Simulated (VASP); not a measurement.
Mo, 1 atom in the cell. The structure is hexagonal, space group P6/mmm (No. 191). The conventional cell has a = 2.772 Å, b = 2.772 Å, c = 2.589 Å, α = 90.00°, β = 90.00°, γ = 120.00°. Mo (site symmetry 6/mmm) has 8 Mo at 2.59 to 2.77 Å within 3.4 Å. 

- Program: VASP 6.6.1
- Task: single point
- Functional: PBEsol
- Potentials or basis: VASP PAW PBE potentials, release 64 (Mo_sv)
- Cutoff: 520 eV
- k mesh: 12 × 12 × 11
- Occupations: methfessel-paxton, width 0.05 eV
- Spin: no spin polarisation
- Dipole correction: no
- Further INCAR settings: ALGO = Normal; EDIFF = 1e-07; NBANDS = 13

Potentials or basis: VASP PAW PBE potentials, release 64 (Mo_sv).

Run with:

```bash
$ cat potpaw_PBE.64/Mo_sv/POTCAR > POTCAR
$ mpirun -np 1 vasp_std > vasp.out
```

Hardware: 1 thread of Intel(R) Xeon(R) 6975P-C (Granite Rapids), on a shared host.

How long does it take, and how much memory?

Run time: 8 s on 1 thread of Intel(R) Xeon(R) 6975P-C (Granite Rapids) (shared host), peak memory 0.14 GiB. Counts: scf iterations 12, k points 114.
